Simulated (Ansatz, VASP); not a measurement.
## RuCl2: VASP beside Ansatz

File INCAR:

```
SYSTEM = RuCl2
PREC = Accurate
ENCUT = 520
EDIFF = 1E-6
ISMEAR = 0
SIGMA = 0.05
LREAL = .False.
LASPH = .True.
NELM = 150
ALGO = Normal
ISIF = 2
LWAVE = .False.
LCHARG = .True.
ISPIN = 2
MAGMOM = 1 -1 0 0 0 0
LORBIT = 11
LMAXMIX = 4
GGA = PS
LELF = .True.
LVHAR = .True.
NBANDS = 41
```

The input KPOINTS:

```
Automatic mesh
0
Gamma
  6 6 2
  0 0 0
```

Contents of POSCAR:

```
RuCl2
1.0
    3.5496909800      0.0000000000      0.0000000000
   -1.7748454900      3.0741225600      0.0000000000
    0.0000000000      0.0000000000     11.4527765400
Ru Cl
2 4
Direct
    0.0000000000      0.0000000000      0.0000000000
    0.0000000000      0.0000000000      0.5000000000
    0.3333333333      0.6666666667      0.1260000000
    0.3333333333      0.6666666667      0.6260000000
    0.6666666667      0.3333333333      0.3740000000
    0.6666666667      0.3333333333      0.8740000000
```

The input input.yaml:

```yaml
crystal:
  lattice:
    - [3.54969098, 0.0, 0.0]
    - [-1.77484549, 3.07412256, 0.0]
    - [0.0, 0.0, 11.45277654]
  atoms:
    - { symbol: Ru, position: [0.0, 0.0, 0.0], spin: 1.0 }
    - { symbol: Ru, position: [0.0, 0.0, 0.5], spin: -1.0 }
    - { symbol: Cl, position: [0.3333333333, 0.6666666667, 0.126] }
    - { symbol: Cl, position: [0.3333333333, 0.6666666667, 0.626] }
    - { symbol: Cl, position: [0.6666666667, 0.3333333333, 0.374] }
    - { symbol: Cl, position: [0.6666666667, 0.3333333333, 0.874] }
hamiltonian:
  xc: pbesol
  pseudopotentials: { kind: paw }
magnetization:
  spin_polarized: true
kpoints:
  mp_grid: { grid: [6, 6, 2] }
scf:
  occupations: { method: gaussian, width: 0.05 }
output:
  forces: true
  stress: true
  eigenvalues: true
  write_density: true
  write_potential: true
  elf: true
  volumetric_format: npy
```

Alike in both runs: task single point; functional PBEsol; k mesh 6 × 6 × 2; occupations gaussian, width 0.05 eV; collinear spin.

|  | VASP | Ansatz |
| --- | --- | --- |
| version | VASP 6.6.1 | Ansatz 0.2.0 |
| potentials or method | VASP PAW PBE potentials, release 64 (Ru_pv, Cl) | Ansatz PAW |
| plane-wave cutoff (eV) | 520 | 420 |
| valence electrons in the cell | 56 | 60 |

```tsv
	VASP	Ansatz	Ansatz less VASP
gap on the k mesh at the Fermi level (eV)	0.58	0.58	+0.002
least direct gap on the mesh (eV)	0.71	0.71	+0.001
pressure (GPa)	-10.5	-10.4	+0.02
traceless stress, the component that is largest in VASP (GPa)	-3.12	-3.15	-0.029
rms of the force components (eV/Å)	0.928	0.934	+0.0055
net moment per atom (μB)	0.00	0.00	0.000
```

VASP's potentials were made for PBE, not for PBEsol. Atom by atom the forces differ by 0.006 eV/Å (rms over components). VASP's potentials hold 56 valence electrons a cell and Ansatz's 60, so a difference there can come from the potentials and not from the codes.
